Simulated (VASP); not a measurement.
Wanted: the native input for a VASP 6.6.1 run.

* Task: single point
* Functional: LDA
* Potentials or basis: VASP PAW LDA potentials, release 64 (In_d, P)
* Cutoff: 520 eV
* k mesh: 8 × 8 × 8
* Occupations: fermi-dirac, width 0.05 eV
* Spin: no spin polarisation
* Dipole correction: no
* Further INCAR settings: ALGO = Normal; EDIFF = 1e-07; NBANDS = 16

The structure of InP lies in POSCAR:

```
InP
1.0
    0.0000000000      2.9108316221      2.9108316221
    2.9108316221      0.0000000000      2.9108316221
    2.9108316221      2.9108316221      0.0000000000
In P
1 1
Direct
    0.0000000000      0.0000000000      0.0000000000
    0.7500000000      0.7500000000      0.7500000000
```

One way to write it, as run:

INCAR

```
SYSTEM = InP
PREC = Accurate ; ENCUT = 520
EDIFF = 1E-7 ; ISMEAR = -1
SIGMA = 0.05 ; LREAL = .FALSE.
LASPH = .TRUE. ; NELM = 100
ALGO = Normal ; ISIF = 2
LWAVE = .FALSE. ; LCHARG = .FALSE.
GGA = CA ; NBANDS = 16
```

KPOINTS

```
regular mesh
0
G
  8 8 8
  0 0 0
```

Potentials or basis: VASP PAW LDA potentials, release 64 (In_d, P).

Command:

```bash
$ cat potpaw_LDA.64/In_d/POTCAR potpaw_LDA.64/P/POTCAR > POTCAR
$ mpirun -np 1 vasp_std > vasp.out
```

Results of the run:

| Property | Result |
| --- | --- |
| Pressure | 0.2 GPa |
| Band gap on the k mesh | 0.62 eV, direct |

Caveat: spin-orbit coupling is left out, which moves the levels of the heavy elements.

It took 17 s on 1 thread of Intel(R) Xeon(R) 6975P-C (Granite Rapids), with other jobs on the host, peak memory 0.15 GiB.
